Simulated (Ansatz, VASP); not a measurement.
**One calculation of BN, two programs**

The input INCAR:

```
SYSTEM = BN
PREC = Accurate
ENCUT = 600
EDIFF = 1E-6
ISMEAR = 0
SIGMA = 0.05
LREAL = .FALSE.
LASPH = .TRUE.
NELM = 120
ALGO = Normal
ISIF = 2
LWAVE = .FALSE.
LCHARG = .TRUE.
GGA = PS
LELF = .TRUE.
LVHAR = .TRUE.
NBANDS = 36
GGA_COMPAT = .FALSE.
```

Contents of KPOINTS:

```
Automatic mesh
0
G
  10 10 2
  0 0 0
```

The input POSCAR:

```
BN
1.0
   -2.5410113134      0.0000000000      0.0000000000
   -1.2705056567     -2.2005803487      0.0000000000
   -3.4940176065     -2.0172720057     12.6098865131
B N
6 6
Direct
    0.6094239475      0.6094239475      0.0624443320
    0.3038572809      0.3038572809      0.3957776653
   -0.0017093858     -0.0017093858      0.7291109987
   -0.4878260525     -0.4878260525      0.8957776653
    0.1233072809      0.1233072809      0.2291109987
   -0.1822593858     -0.1822593858      0.5624443320
   -0.1928517275     -0.1928517275      0.9376223347
    0.4182816058      0.4182816058      0.2709556680
    0.1127149391      0.1127149391      0.6042890013
   -0.3734017275     -0.3734017275      0.7709556680
    0.2377316058      0.2377316058      0.1042890013
   -0.0678350609     -0.0678350609      0.4376223347
```

Input for Ansatz:

```yaml
crystal:
  lattice:
    - [-2.5410113134, 0.0, 0.0]
    - [-1.2705056567, -2.2005803487, 0.0]
    - [-3.4940176065, -2.0172720057, 12.6098865131]
  atoms:
    - { symbol: B, position: [0.6094239475, 0.6094239475, 0.062444332] }
    - { symbol: B, position: [0.3038572809, 0.3038572809, 0.3957776653] }
    - { symbol: B, position: [-0.0017093858, -0.0017093858, 0.7291109987] }
    - { symbol: B, position: [-0.4878260525, -0.4878260525, 0.8957776653] }
    - { symbol: B, position: [0.1233072809, 0.1233072809, 0.2291109987] }
    - { symbol: B, position: [-0.1822593858, -0.1822593858, 0.562444332] }
    - { symbol: "N", position: [-0.1928517275, -0.1928517275, 0.9376223347] }
    - { symbol: "N", position: [0.4182816058, 0.4182816058, 0.270955668] }
    - { symbol: "N", position: [0.1127149391, 0.1127149391, 0.6042890013] }
    - { symbol: "N", position: [-0.3734017275, -0.3734017275, 0.770955668] }
    - { symbol: "N", position: [0.2377316058, 0.2377316058, 0.1042890013] }
    - { symbol: "N", position: [-0.0678350609, -0.0678350609, 0.4376223347] }
basis:
  ecutwfc: 420
kpoints:
  mp_grid: { grid: [10, 10, 2] }
hamiltonian:
  xc: pbesol
scf:
  occupations: { method: gaussian, width: 0.05 }
output:
  forces: true
  stress: true
  eigenvalues: true
```

Alike in both runs: task single point; functional PBEsol; k mesh 10 × 10 × 2; occupations gaussian, width 0.05 eV; no spin polarisation.

```csv
,VASP,Ansatz
version,VASP 6.6.1,Ansatz 0.2.0
potentials or method,"VASP PAW PBE potentials, release 64 (B, N), cutoff 600 eV","scalar-relativistic, plane waves, PAW"
valence electrons in the cell,48,48
```

Ansatz gave:

| Quantity | Value |
| --- | --- |
| gap on the k mesh at the Fermi level (eV) | 5.07 |
| least direct gap on the mesh (eV) | 7.48 |
| pressure (GPa) | -0.2 |
| traceless stress, the component that is largest in VASP (GPa) | -7.06 |
| rms of the force components (eV/Å) | 0.404 |

Q: What did VASP give for the same quantities?

A: gap on the k mesh at the Fermi level (eV): 5.05; least direct gap on the mesh (eV): 7.47; pressure (GPa): 0.1; traceless stress, the component that is largest in VASP (GPa): -7.06; rms of the force components (eV/Å): 0.403.

VASP's potentials were made for PBE, not for PBEsol. Atom by atom the forces differ by 0.003 eV/Å (rms over components).
